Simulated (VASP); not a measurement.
Here is a VASP 6.6.1 calculation.

File INCAR:

```
PREC = Accurate
ENCUT = 520
EDIFF = 1E-6
ISMEAR = 0
SIGMA = 0.05
LREAL = Auto
LASPH = True
NELM = 120
ALGO = Normal
ISIF = 2
LWAVE = False
LCHARG = False
LDIPOL = True
IDIPOL = 3
DIPOL = 0.5 0.5 0.429
GGA = PE
IVDW = 12
NBANDS = 168
GGA_COMPAT = False
NELMDL = -8
KPAR = 2
NCORE = 2
```

File KPOINTS:

```
Automatic mesh
0
Gamma
  3 3 1
```

POSCAR

```
CaF2
1.0
    7.7347822761      0.0000000000      0.0000000000
   -3.8673911380      6.6985179438      0.0000000000
    0.0000000000      0.0000000000     27.8804791033
F Ca
24 12
Direct
    0.5000000000      0.5000000000      0.2869391150
    0.5000000000      0.0000000000      0.2869391150
    0.0000000000      0.5000000000      0.2869391150
    0.0000000000      0.0000000000      0.2869391150
    0.6666666667      0.3333333333      0.3435685515
    0.6666666667      0.8333333333      0.3435685515
    0.1666666667      0.3333333333      0.3435685515
    0.1666666667      0.8333333333      0.3435685515
    0.8333333333      0.6666666667      0.4001979880
    0.8333333333      0.1666666667      0.4001979880
    0.3333333333      0.6666666667      0.4001979880
    0.3333333333      0.1666666667      0.4001979880
    0.0003588510      0.5000649885      0.4571745765
    0.0006446203      0.0002840999      0.4571865499
    0.4988632610      0.4989838342      0.4572622376
    0.4996747777      0.0000339477      0.4572238061
    0.1657639236      0.8322104308      0.5130738795
    0.1652891183      0.3328927400      0.5135627331
    0.6669606858      0.8325053152      0.5126408287
    0.6679237559      0.3344380975      0.5130968159
    0.3355598564      0.6679698254      0.5709732652
    0.3344248554      0.1658838319      0.5707694956
    0.8327177284      0.6677825421      0.5712061451
    0.8293047718      0.1624679921      0.5705868595
    0.3333333333      0.1666666667      0.3152538333
    0.3333333333      0.6666666667      0.3152538333
    0.8333333333      0.1666666667      0.3152538333
    0.8333333333      0.6666666667      0.3152538333
    0.6667472989      0.3333877475      0.4286225494
    0.6665805678      0.8331179181      0.4285322644
    0.1664215917      0.3332529573      0.4286726098
    0.1665954229      0.8331604785      0.4284478910
    0.0001825793      0.5012168927      0.5420255713
    0.0001395708     -0.0009840620      0.5416376647
    0.4999425558      0.4998435076      0.5417967680
    0.4991155229     -0.0009892516      0.5415013076
```

Potentials or basis: VASP PAW PBE potentials, release 64 (F, Ca_sv).

Launch:

```bash
$ cat potpaw_PBE.64/F/POTCAR potpaw_PBE.64/Ca_sv/POTCAR > POTCAR
$ mpirun -np 4 vasp_std > vasp.out
```

Question: What does it give for the band gap on the k mesh?

Answer: 6.61 eV.

Question: What does it give for the dispersion energy per atom?

Answer: -0.120 eV.

Question: Predict the largest force.

Answer: 0.149 eV/Å.

Forces in eV/Å, atoms in the order of the input:
```
F    0.000  0.001 -0.149
F    0.000 -0.001 -0.148
F   -0.001  0.001 -0.149
F    0.000 -0.002 -0.149
F    0.001  0.002  0.071
F    0.001 -0.001  0.066
F   -0.001  0.001  0.074
F   -0.001 -0.002  0.066
F   -0.007 -0.004 -0.047
F   -0.004 -0.007 -0.049
F    0.004  0.001 -0.055
F    0.003 -0.003 -0.060
F    0.000  0.004  0.016
F    0.004 -0.003 -0.003
F    0.005  0.003 -0.003
F   -0.005 -0.002 -0.008
F   -0.001 -0.007  0.003
F    0.018  0.019 -0.008
F   -0.003 -0.019 -0.001
F   -0.012  0.008  0.002
F   -0.049 -0.034  0.045
F   -0.037  0.006  0.040
F    0.038 -0.026  0.045
F    0.045  0.085  0.066
Ca  -0.001  0.005  0.082
Ca   0.002 -0.005  0.076
Ca   0.001  0.002  0.079
Ca  -0.002 -0.003  0.073
Ca  -0.001 -0.003 -0.005
Ca   0.000  0.003 -0.002
Ca   0.001 -0.003 -0.004
Ca   0.001  0.004 -0.004
Ca   0.006 -0.092 -0.015
Ca  -0.070  0.035  0.024
Ca   0.004  0.002  0.001
Ca   0.059  0.035  0.028
```
